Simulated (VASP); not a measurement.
# Ti (Fm-3m) in VASP: further runs

Ti is run at these levels: PBEsol; tasks: single point.

Everything below comes from runs of VASP 6.6.1. Logs are shortened: lines on timing, memory, paths and dates and some standing lists are left out, and cuts for length are marked.

### 1 The cell of the first run

The structure is cubic, space group Fm-3m (No. 225). Conventional cell: a = 3.977 Å, b = 3.977 Å, c = 3.977 Å, α = 90.00°, β = 90.00°, γ = 90.00°. Within 3.7 Å of Ti (site symmetry m-3m) lie 12 Ti at 2.81 Å.

### 2 Single point, PBEsol

Contents of INCAR:

```
PREC = Accurate ; ENCUT = 520
EDIFF = 1E-6 ; ISMEAR = 1
SIGMA = 0.05 ; LREAL = False
LASPH = True ; NELM = 60
ALGO = Normal ; ISIF = 2
LWAVE = False ; LCHARG = True
GGA = PS ; LELF = True
LVHAR = True ; NBANDS = 12
```

Contents of KPOINTS:

```
regular mesh
0
Gamma
  12 12 12
```

Contents of POSCAR:

```
Ti
1.0
    0.0000000000      1.9885598007      1.9885598007
    1.9885598007      0.0000000000      1.9885598007
    1.9885598007      1.9885598007      0.0000000000
Ti
1
Direct
    0.0000000000      0.0000000000      0.0000000000
```

Potentials or basis: VASP PAW PBE potentials, release 64 (Ti_sv).

The run is started by

```sh
$ cat potpaw_PBE.64/Ti_sv/POTCAR > POTCAR
$ mpirun -np 1 vasp_std > vasp.out
```

OUTCAR:

```text
PREC = Accurate
   ENCUT = 520
   EDIFF = 1E-6
   ISMEAR = 1
   LREAL = False
   LASPH = True
   NELM = 60
   ISIF = 2
   GGA = PS

 ion  position               nearest neighbor table
   1  0.000  0.000  0.000-

  LATTYP: Found a face centered cubic cell.
 ALAT       =     3.9771196014

  Lattice vectors:

 A1 = (   0.0000000000,   1.9885598007,   1.9885598007)
 A2 = (   1.9885598007,   0.0000000000,   1.9885598007)
 A3 = (   1.9885598007,   1.9885598007,   0.0000000000)

Analysis of symmetry for initial positions (statically):
=====================================================================
 Subroutine PRICEL returns:
 Original cell was already a primitive cell.

 Routine SETGRP: Setting up the symmetry group for a
 face centered cubic supercell.

 Subroutine GETGRP returns: Found 48 space group operations
 (whereof 48 operations were pure point group operations)
 out of a pool of 48 trial point group operations.

The static configuration has the point symmetry O_h .

Analysis of symmetry for dynamics (positions and initial velocities):
=====================================================================
 Subroutine PRICEL returns:
 Original cell was already a primitive cell.

 Routine SETGRP: Setting up the symmetry group for a
 face centered cubic supercell.

 Subroutine GETGRP returns: Found 48 space group operations
 (whereof 48 operations were pure point group operations)
 out of a pool of 48 trial point group operations.

The dynamic configuration has the point symmetry O_h .

 Subroutine INISYM returns: Found 48 space group operations
 (whereof 48 operations are pure point group operations),
 and found     1 'primitive' translations

----------------------------------------------------------------------------------------

                                     Primitive cell

  volume of cell :      15.7270

  direct lattice vectors                    reciprocal lattice vectors
     0.000000000  1.988559801  1.988559801    -0.251438252  0.251438252  0.251438252
     1.988559801  0.000000000  1.988559801     0.251438252 -0.251438252  0.251438252
     1.988559801  1.988559801  0.000000000     0.251438252  0.251438252 -0.251438252

  length of vectors
     2.812248240  2.812248240  2.812248240     0.435503827  0.435503827  0.435503827

  position of ions in fractional coordinates (direct lattice)
     0.000000000  0.000000000  0.000000000

  ion indices of the primitive-cell ions
   primitive index   ion index
                 1           1

----------------------------------------------------------------------------------------

 KPOINTS: regular mesh

Automatic generation of k-mesh.
 Grid dimensions read from file:
 generate k-points for:   12   12   12

 Generating k-lattice:

  Cartesian coordinates                     Fractional coordinates (reciprocal lattice)
    -0.020953188  0.020953188  0.020953188     0.083333333  0.000000000  0.000000000
     0.020953188 -0.020953188  0.020953188     0.000000000  0.083333333  0.000000000
     0.020953188  0.020953188 -0.020953188     0.000000000  0.000000000  0.083333333

  Length of vectors
     0.036291986  0.036291986  0.036291986

  Shift w.r.t. Gamma in fractional coordinates (k-lattice)
     0.000000000  0.000000000  0.000000000

 Subroutine IBZKPT returns following result:
 ===========================================

 Found     72 irreducible k-points:

 Following reciprocal coordinates:
            Coordinates               Weight
  0.000000  0.000000  0.000000      1.000000
  0.083333  0.000000  0.000000      8.000000
  0.166667  0.000000  0.000000      8.000000
  0.250000  0.000000  0.000000      8.000000
  0.333333  0.000000  0.000000      8.000000
  0.416667  0.000000  0.000000      8.000000
[... 16 lines left out ...]
  0.500000  0.166667  0.000000     24.000000
 -0.416667  0.166667  0.000000     24.000000
 [... further k-points ...]
   k-points           NKPTS =     72   k-points in BZ     NKDIM =     72   number of bands    NBANDS=     12
   number of dos      NEDOS =    301   number of ions     NIONS =      1
   total plane-waves  NPLWV =  13824
   dimension x,y,z NGX =    24 NGY =   24 NGZ =   24
   dimension x,y,z NGXF=    48 NGYF=   48 NGZF=   48
   ions per type =               1
   NGX,Y,Z   is equivalent  to a cutoff of  14.19, 14.19, 14.19 a.u.
   NGXF,Y,Z  is equivalent  to a cutoff of  28.38, 28.38, 28.38 a.u.
 SYSTEM =  unknown system
   PREC   = accura    normal or accurate (medium, high low for compatibility)
   ISTART =      0    job   : 0-new  1-cont  2-samecut
   ICHARG =      2    charge: 1-file 2-atom 10-const
   ISPIN  =      1    spin polarized calculation?
   LNONCOLLINEAR =      F non collinear calculations
   LSORBIT =      F    spin-orbit coupling
   LASPH  =      T    aspherical Exc in radial PAW
   ENCUT  =  520.0 eV  38.22 Ry    6.18 a.u.   5.23  5.23  5.23*2*pi/ulx,y,z
   NELM   =     60;   NELMIN=  2; NELMDL= -5     # of ELM steps
   EDIFF  = 0.1E-05   stopping-criterion for ELM
   LREAL  =      F    real-space projection
   EDIFFG = 0.1E-04   stopping-criterion for IOM
   NSW    =      0    number of steps for IOM
   IBRION =     -1    ionic relax: 0-MD 1-quasi-New 2-CG
   NFREE  =      0    steps in history (QN), initial steepest desc. (CG)
   ISIF   =      2    stress and relaxation
   ISYM   =      2    0-nonsym 1-usesym 2-fastsym
   POTIM  = 0.5000    time-step for ionic-motion
   TEBEG  =    0.0;   TEEND  =   0.0 temperature during run
   PSTRESS=    0.0 pullay stress
   NELECT =      12.0000    total number of electrons
   NUPDOWN=      -1.0000    fix difference up-down
   EMIN   =  10.00;   EMAX   =-10.00  energy-range for DOS
   EFERMI =   0.00;   METHOD = LEGACY
   ISMEAR =     1;   SIGMA  =   0.05  broadening in eV -4-tet -1-fermi 0-gaus
   EFERMI_NEDOS =   21; number of points for ismear=-14 and -15
   IALGO  =     38    algorithm
   IMIX   =      4    mixing-type and parameters
     AMIX     =   0.40;   BMIX     =  1.00
     AMIX_MAG =   1.60;   BMIX_MAG =  1.00
  volume/ion in A,a.u.               =      15.73       106.13
  Fermi-wavevector in a.u.,A,eV,Ry     =   1.495960  2.826954 30.448420  2.237896
  Thomas-Fermi vector in A             =   2.608038
   LORBIT       =      0    0 simple, 1 ext, 2 COOP (PROOUT), +10 PAW based schemes
   GGA     = PS    functional components
   LHFCALC =     F    Hartree Fock is set to
   AEXX    =    0.0000 exact exchange contribution
   IVDW    =     0    specifies the selected vdW correction
   LEPSILON=     F    determine dielectric tensor
   LRPA    =     F    only Hartree local field effects (RPA)
 non-spin polarized calculation
 Methfessel and Paxton  Order N= 1 SIGMA  =   0.05
  energy-cutoff  :      520.00
  volume of cell :       15.73
 maximum number of plane-waves:       444
 NGX is ok and might be reduce to    24
   NGX = 11   NGY = 11   NGZ = 11

 number of electron      11.9999998 magnetization

 Free energy of the ion-electron system (eV)
  ---------------------------------------------------
  ext. energy  EPLUGINS =         0.00000000
  ---------------------------------------------------
  free energy    TOTEN  =        -8.26157753 eV

  energy without entropy =       -8.26125762  energy(sigma->0) =       -8.26147089

 E-fermi :   9.1997     XC(G=0): -12.1170

 val. band max:        9.1962024805   @ k =   0.5000   0.3333   0.1667
 cond. band min:       9.2000842208   @ k =   0.2500   0.1667   0.0833
 fundamental gap:      0.0038817403
 Fermi energy:         9.1996698339

 k-point     1 :       0.0000    0.0000    0.0000
  band No.  band energies     occupation
      1     -47.1205      2.00000
      2     -22.9381      2.00000
      3     -22.9381      2.00000
      4     -22.9381      2.00000
      5       2.8662      2.00000
      6      10.1249     -0.00000
      7      10.1249     -0.00000
      8      10.1249     -0.00000
      9      11.9882      0.00000
     10      11.9882      0.00000
     11      25.0015      0.00000
     12      29.9346      0.00000

 k-point     2 :       0.0833    0.0000    0.0000
  band No.  band energies     occupation
      1     -47.1082      2.00000
      2     -23.0035      2.00000
      3     -22.9460      2.00000
      4     -22.9460      2.00000
      5       3.1128      2.00000
      6       9.9683     -0.00000
      7      10.2150      0.00000
      8      10.2150      0.00000
      9      11.9289      0.00000
     10      11.9289      0.00000
     11      25.2422      0.00000
     12      28.3421      0.00000

 k-point     3 :       0.1667    0.0000    0.0000
  band No.  band energies     occupation
      1     -47.0746      2.00000
      2     -23.1798      2.00000
      3     -22.9676      2.00000
      4     -22.9676      2.00000
      5       3.8065      2.00000
      6       9.5971     -0.00000
      7      10.3936      0.00000
      8      10.3936      0.00000
      9      11.8627      0.00000
     10      11.8627      0.00000
     11      25.2646      0.00000
     12      26.3191      0.00000

 k-point     4 :       0.2500    0.0000    0.0000
  band No.  band energies     occupation
      1     -47.0283      2.00000
      2     -23.4157      2.00000
      3     -22.9970      2.00000
      4     -22.9970      2.00000
      5       4.7905      2.00000
      6       9.2509     -0.05503
      7      10.4098      0.00000
      8      10.4098      0.00000
      9      12.0700      0.00000
     10      12.0700      0.00000
     11      23.2187      0.00000
     12      25.9178      0.00000

 k-point     5 :       0.3333    0.0000    0.0000
  band No.  band energies     occupation
      1     -46.9815      2.00000
      2     -23.6463      2.00000
      3     -23.0261      2.00000
      4     -23.0261      2.00000
      5       5.7329      2.00000
      6       9.2466     -0.03505
      7      10.2288      0.00000
      8      10.2288      0.00000
      9      12.5642      0.00000
     10      12.5642      0.00000
     11      21.0214      0.00000
     12      25.1981      0.00000

 k-point     6 :       0.4167    0.0000    0.0000
  band No.  band energies     occupation
      1     -46.9470      2.00000
      2     -23.8119      2.00000
      3     -23.0473      2.00000
      4     -23.0473      2.00000
      5       6.2403      2.00000
      6       9.7418     -0.00000
      7      10.0466     -0.00000
      8      10.0466     -0.00000
      9      13.0426      0.00000
     10      13.0426      0.00000
     11      19.2247      0.00000
     12      24.5148      0.00000

 k-point     7 :       0.5000    0.0000    0.0000
  band No.  band energies     occupation
      1     -46.9343      2.00000
      2     -23.8718      2.00000
      3     -23.0550      2.00000
      4     -23.0550      2.00000
      5       6.3567      2.00000
      6       9.9757     -0.00000
      7       9.9757     -0.00000
      8      10.1116     -0.00000
      9      13.2385      0.00000
     10      13.2385      0.00000
     11      18.4653      0.00000
     12      24.2560      0.00000

 k-point     8 :       0.0833    0.0833    0.0000
  band No.  band energies     occupation
      1     -47.1041      2.00000
      2     -23.0022      2.00000
      3     -22.9601      2.00000
      4     -22.9601      2.00000
      5       3.1941      2.00000
      6       9.8680     -0.00000
      7      10.2779      0.00000
      8      10.2779      0.00000
      9      11.7378      0.00000
     10      12.0641      0.00000
     11      25.3465      0.00000
     12      28.6312      0.00000
[... 166 lines left out ...]
 k-point    20 :       0.2500    0.1667    0.0000
  band No.  band energies     occupation
      1     -47.0245      2.00000
      2     -23.3230      2.00000
      3     -23.0577      2.00000
      4     -23.0524      2.00000
      5       4.8330      2.00000
      6       8.8581      2.00000
      7      10.4926      0.00000
      8      10.9707      0.00000
      9      11.3683      0.00000
     10      12.4576      0.00000
     11      25.1766      0.00000
     12      26.4254      0.00000

 k-point    21 :       0.3333    0.1667    0.0000
  band No.  band energies     occupation
      1     -46.9822      2.00000
      2     -23.5120      2.00000
      3     -23.0942      2.00000
      4     -23.0898      2.00000
      5       5.7584      2.00000
      6       8.6004      2.00000
      7       9.9986     -0.00000
      8      10.9743      0.00000
      9      12.1822      0.00000
     10      12.8197      0.00000
     11      22.8317      0.00000
     12      25.8375      0.00000

 k-point    22 :       0.4167    0.1667    0.0000
  band No.  band energies     occupation
      1     -46.9436      2.00000
      2     -23.6769      2.00000
      3     -23.1461      2.00000
      4     -23.1079      2.00000
      5       6.5644      2.00000
      6       8.5773      2.00000
      7       9.6959     -0.00000
      8      10.8042      0.00000
      9      13.1923      0.00000
     10      13.2247      0.00000
     11      20.5099      0.00000
     12      25.0200      0.00000

 k-point    23 :       0.5000    0.1667    0.0000
  band No.  band energies     occupation
      1     -46.9194      2.00000
      2     -23.7747      2.00000
      3     -23.1948      2.00000
      4     -23.1074      2.00000
      5       6.9693      2.00000
      6       8.6738      2.00000
      7       9.7564     -0.00000
      8      10.6288      0.00000
      9      13.2853      0.00000
     10      14.3006      0.00000
     11      18.7070      0.00000
     12      24.3782      0.00000

 k-point    24 :      -0.4167    0.1667    0.0000
  band No.  band energies     occupation
      1     -46.9163      2.00000
      2     -23.7829      2.00000
      3     -23.2254      2.00000
      4     -23.0884      2.00000
      5       7.0600      2.00000
      6       8.7915      2.00000
      7       9.7598     -0.00000
      8      10.5484      0.00000
      9      12.9774      0.00000
     10      14.7218      0.00000
     11      18.4539      0.00000
     12      24.0195      0.00000

 [... further k-points ...]
[... 5 lines left out ...]
  --------------------------------------------------------------------------------------
  -------------------------------------------------------------------------------------
  Total        0.6487524      0.6487524      0.6487524      0.0000000      0.0000000     -0.0000000
  in kB       66.0911937     66.0911937     66.0911937      0.0000000      0.0000000     -0.0000000
  external PRESSURE =      66.0911937 kB  Pullay stress =       0.0000000 kB

 VOLUME and BASIS-vectors are now :
 -----------------------------------------------------------------------------
  energy-cutoff  :      520.00
  volume of cell :       15.73
      direct lattice vectors                 reciprocal lattice vectors
     0.000000000  1.988559801  1.988559801    -0.251438252  0.251438252  0.251438252
     1.988559801  0.000000000  1.988559801     0.251438252 -0.251438252  0.251438252
     1.988559801  1.988559801  0.000000000     0.251438252  0.251438252 -0.251438252

 POSITION                                       TOTAL-FORCE (eV/Angst)
 -----------------------------------------------------------------------------------
      0.00000      0.00000      0.00000         0.000000     -0.000000      0.000000
 -----------------------------------------------------------------------------------
    total drift:                               -0.000000      0.000000      0.000000

  FREE ENERGIE OF THE ION-ELECTRON SYSTEM (eV)
  ---------------------------------------------------
  free  energy   TOTEN  =        -8.2615775263 eV

  energy  without entropy=       -8.2612576164  energy(sigma->0) =       -8.26147089
```

Wall time 11 s (1 thread of Intel Xeon 6975P-C, shared host); peak memory 0.14 GiB.

Results:

```yaml
Free_energy: -8.2616 eV
Pressure: 6.6 GPa
Band_gap_on_the_k_mesh: zero (band 6 reaches 10.12 eV, above the bottom of band 7 at 8.78 eV)
```

Caveat: the PAW data sets were made with another functional, which shifts forces and pressure a little.

### 3 Single point, PBEsol

This run uses another cell than the first one, of 16.06 Å³/atom, 1.021 times its volume.

Contents of INCAR:

```
SYSTEM = Ti
PREC     = Accurate       ! precision mode
ENCUT    = 520            ! plane-wave cutoff, eV
EDIFF    = 1E-6           ! SCF threshold, eV
ISMEAR   = 1              ! smearing method
SIGMA    = 0.05           ! smearing width, eV
LREAL    = .False.        ! projectors in reciprocal space
LASPH    = .True.         ! aspherical terms in the spheres
NELM     = 80             ! most SCF steps
ALGO     = Normal         ! electronic algorithm
ISIF     = 2              ! what is computed and relaxed
LWAVE    = .False.        ! write WAVECAR
LCHARG   = .True.         ! write CHGCAR
GGA      = PS             ! functional
LELF     = .True.         ! ELF
LVHAR    = .True.       
NBANDS   = 12             ! bands
```

Contents of KPOINTS:

```
regular mesh
0
Gamma
  12 12 12
  0 0 0
```

Contents of POSCAR:

```
Ti
1.0
    0.0000000000      2.0025642044      2.0025642044
    2.0025642044      0.0000000000      2.0025642044
    2.0025642044      2.0025642044      0.0000000000
Ti
1
Direct
    0.0000000000      0.0000000000      0.0000000000
```

Potentials or basis: VASP PAW PBE potentials, release 64 (Ti_sv).

The run is started by

```sh
$ cat potpaw_PBE.64/Ti_sv/POTCAR > POTCAR
$ mpirun -np 1 vasp_std > vasp.out
```

Run time: 10 s. Hardware: 1 thread of Intel Xeon 6975P-C, shared host; peak memory 0.14 GiB.

The run converged. Its results:

| Item | Value |
| --- | --- |
| Free energy | -8.2728 eV |
| Pressure | 4.0 GPa |
| Band gap on the k mesh | zero (band 6 reaches 9.87 eV, above the bottom of band 7 at 8.54 eV) |

Levels at points of the mesh, in eV from the Fermi level:
```
           k point  band 3  band 4  band 5  band 6  band 7  band 8  band 9  band 10
(0.00, 0.00, 0.00)  -32.21  -32.21   -6.29    0.91    0.91    0.91    2.72     2.72
(0.50, 0.00, 0.00)  -32.32  -32.32   -2.79    0.77    0.77    0.84    3.93     3.93
(0.50, 0.50, 0.00)  -32.51  -32.51   -2.88   -1.95    3.21    3.92    4.25     4.25
```

Caveat: the PAW data sets were made with another functional, which shifts forces and pressure a little.

### 4 Single point, PBEsol

This run uses another cell than the first one, of 16.40 Å³/atom, 1.043 times its volume.

Contents of INCAR:

```
SYSTEM = Ti
  ALGO = Normal
  EDIFF = 1E-7
  ENCUT = 520
  GGA = PS
  ISIF = 2
  ISMEAR = 1
  LASPH = .True.
  LCHARG = .False.
  LREAL = .False.
  LWAVE = .False.
  NBANDS = 12
  NELM = 100
  PREC = Accurate
  SIGMA = 0.05
```

Contents of KPOINTS:

```
k-points
0
Gamma
  12 12 12
  0 0 0
```

Contents of POSCAR:

```
Ti
1.0
    0.0000000000      2.0163754284      2.0163754284
    2.0163754284      0.0000000000      2.0163754284
    2.0163754284      2.0163754284      0.0000000000
Ti
1
Direct
    0.0000000000      0.0000000000      0.0000000000
```

The run is started by

```sh
$ cat potpaw_PBE.64/Ti_sv/POTCAR > POTCAR
$ mpirun -np 1 vasp_std > vasp.out
```

Wall time 11 s (1 thread of Intel Xeon 6975P-C, shared host); peak memory 0.14 GiB.

It converged, with:

| Quantity | Value |
| --- | --- |
| Free energy | -8.2788 eV |
| Pressure | 1.7 GPa |
| Band gap on the k mesh | zero (band 6 reaches 9.62 eV, above the bottom of band 7 at 8.32 eV) |

Levels at points of the mesh, in eV from the Fermi level:
```csv
k point,band 2,band 3,band 4,band 5,band 6,band 7,band 8,band 9,band 10,band 11
"(0.00, 0.00, 0.00)",-32.28,-32.28,-32.28,-6.24,0.90,0.90,0.90,2.65,2.65,15.57
"(0.50, 0.00, 0.00)",-33.09,-32.38,-32.38,-2.74,0.76,0.76,0.78,3.83,3.83,8.78
"(0.50, 0.50, 0.00)",-33.04,-32.56,-32.56,-2.80,-1.89,3.10,3.81,4.14,4.14,11.23
```

Caveat: the PAW data sets were made with another functional, which shifts forces and pressure a little.

(Continued in part 2 of 2.)
